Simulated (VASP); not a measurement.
Write the native input for VASP 6.6.1 that does the following.

```yaml
Task: single point
Functional: PBE
Potentials_or_basis: VASP PAW PBE potentials, release 64 (Sn_d, O)
Cutoff: 520 eV
k_mesh: 6 × 6 × 4
Occupations: gaussian, width 0.02 eV
Spin: no spin polarisation
Dipole_correction: no
Further_INCAR_settings: ALGO = Normal; EDIFF = 1e-07; NBANDS = 49
```

The structure of SnO2 lies in POSCAR:

```
SnO2
1.0
    5.4728404601      0.0000000000      0.0000000000
   -2.7364202301      4.7396188693      0.0000000000
    0.0000000000      0.0000000000      6.3818237367
Sn O
3 6
Direct
    0.4424871690      0.0000000000      0.6666666667
    0.0000000000      0.4424871690      0.3333333333
    0.5575128310      0.5575128310      0.0000000000
    0.3175479634      0.3908396890      0.2500916244
    0.6091603110      0.9267082744      0.9167582911
    0.0732917256      0.6824520366      0.5834249578
    0.3908396890      0.3175479634      0.7499083756
    0.9267082744      0.6091603110      0.0832417089
    0.6824520366      0.0732917256      0.4165750422
```

One way to write it, as run:

INCAR

```
SYSTEM = SnO2
PREC     = Accurate       ! precision mode
ENCUT    = 520            ! plane-wave cutoff, eV
EDIFF    = 1E-7           ! SCF threshold, eV
ISMEAR   = 0              ! smearing method
SIGMA    = 0.02           ! smearing width, eV
LREAL    = .False.        ! projectors in reciprocal space
LASPH    = .True.         ! aspherical terms in the spheres
NELM     = 100            ! most SCF steps
ALGO     = Normal         ! electronic algorithm
ISIF     = 2              ! what is computed and relaxed
LWAVE    = .False.        ! write WAVECAR
LCHARG   = .True.         ! write CHGCAR
GGA      = PE             ! functional
LELF     = .True.         ! ELF
LVHAR    = .True.       
NBANDS   = 49             ! bands
```

KPOINTS

```
regular mesh
0
Gamma
  6 6 4
  0 0 0
```

Potentials or basis: VASP PAW PBE potentials, release 64 (Sn_d, O).

Run with:

```console
$ cat potpaw_PBE.64/Sn_d/POTCAR potpaw_PBE.64/O/POTCAR > POTCAR
$ mpirun -np 1 vasp_std > vasp.out
```

It gave:

* Pressure: 0.3 GPa
* Largest force: 0.045 eV/Å
* Band gap on the k mesh: 1.88 eV (least direct gap 1.91 eV)

Caveat: spin-orbit coupling is left out, which moves the levels of the heavy elements.

It took 7.2 min on 1 thread of Intel(R) Xeon(R) Platinum 8259CL CPU @ 2.50GHz (Skylake/Cascade Lake), on a shared host, peak memory 0.34 GiB.
